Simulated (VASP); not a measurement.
Here is a VASP 6.6.1 calculation.

The input INCAR:

```
PREC = Accurate
ENCUT = 520
EDIFF = 1E-7
ISMEAR = 0
SIGMA = 0.05
LREAL = False
LASPH = True
NELM = 60
ALGO = Normal
ISIF = 2
LWAVE = False
LCHARG = False
GGA = PE
NBANDS = 15
```

Contents of KPOINTS:

```
Automatic mesh
0
Gamma
  6 6 6
```

Contents of POSCAR:

```
KI
1.0
    0.0000000000      3.4364362500      3.3483225000
    3.4364362500      0.0000000000      3.3483225000
    3.4364362500      3.4364362500      0.0000000000
K I
1 1
Direct
    0.0000000000      0.0000000000      0.0000000000
    0.5000000000      0.5000000000      0.5000000000
```

Potentials or basis: VASP PAW PBE potentials, release 64 (K_sv, I).

Launch:

```console
$ cat potpaw_PBE.64/K_sv/POTCAR potpaw_PBE.64/I/POTCAR > POTCAR
$ mpirun -np 1 vasp_std > vasp.out
```

Task: What does it give for the band gap on the k mesh?

Result: 4.22 eV, direct.

Task: Estimate the pressure.

Result: 2.5 GPa.

Stress tensor (GPa, compression positive):
```
2.12 0.00 0.00
0.00 2.12 0.00
0.00 0.00 3.36
```

Caveat: the cell differs from its parent crystal (strain -0.025 along x and y, -0.050 along z); spin-orbit coupling is left out, which moves the levels of the heavy elements. A k mesh can miss the band edges.
